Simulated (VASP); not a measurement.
A run of VASP 6.6.1:

File POSCAR:

```
Ta3N
1.0
    2.9904790395      0.0000000000      0.0000000000
   -1.4952395198      2.5898308177      0.0000000000
    0.0000000000      0.0000000000      7.6030441739
Ta N
3 1
Direct
    0.0000000000      0.0000000000      0.5000000000
    0.3333333333      0.6666666667      0.1755176138
    0.6666666667      0.3333333333      0.8244823862
    0.0000000000      0.0000000000      0.0000000000
```

File INCAR.step1:

```
SYSTEM = Ta3N
PREC     = Accurate       ! precision mode
ENCUT    = 520            ! plane-wave cutoff, eV
ISMEAR   = 0              ! smearing method
SIGMA    = 0.1            ! smearing width, eV
LREAL    = .FALSE.        ! projectors in reciprocal space
LASPH    = .TRUE.         ! aspherical terms in the spheres
NELM     = 100            ! most SCF steps
NBANDS   = 27             ! bands
GGA      = PE             ! functional
ALGO     = Normal         ! electronic algorithm
EDIFF    = 1E-4           ! SCF threshold, eV
LWAVE    = .TRUE.         ! write WAVECAR
LCHARG   = .FALSE.        ! write CHGCAR
```

The input INCAR.step2:

```
SYSTEM = Ta3N
PREC     = Accurate       ! precision mode
ENCUT    = 520            ! plane-wave cutoff, eV
EDIFF    = 1E-6           ! SCF threshold, eV
ISMEAR   = 0              ! smearing method
SIGMA    = 0.1            ! smearing width, eV
LREAL    = .FALSE.        ! projectors in reciprocal space
LASPH    = .TRUE.         ! aspherical terms in the spheres
NELM     = 100            ! most SCF steps
ALGO     = Normal         ! electronic algorithm
ISIF     = 2              ! what is computed and relaxed
LWAVE    = .FALSE.        ! write WAVECAR
LCHARG   = .FALSE.        ! write CHGCAR
METAGGA  = R2SCAN         ! meta-GGA
LMIXTAU  = .TRUE.       
NBANDS   = 27             ! bands
ISTART   = 1
```

Contents of KPOINTS:

```
regular mesh
0
G
  18 18 6
  0 0 0
```

Potentials or basis: VASP PAW PBE potentials, release 64 (Ta_pv, N).

Run with:

```console
$ cat potpaw_PBE.64/Ta_pv/POTCAR potpaw_PBE.64/N/POTCAR > POTCAR
$ cp INCAR.step1 INCAR
$ mpirun -np 1 vasp_std > vasp.out
$ cp INCAR.step2 INCAR
$ mpirun -np 1 vasp_std > vasp.out
```

Hardware: 1 thread of Oxide Virtual Turin-like Processor, on a shared host.

Task: How long does it take, and how much memory?

Result: Run time: 35 min on 1 thread of Oxide Virtual Turin-like Processor (shared host), peak memory 0.35 GiB. Counts: k points 202.
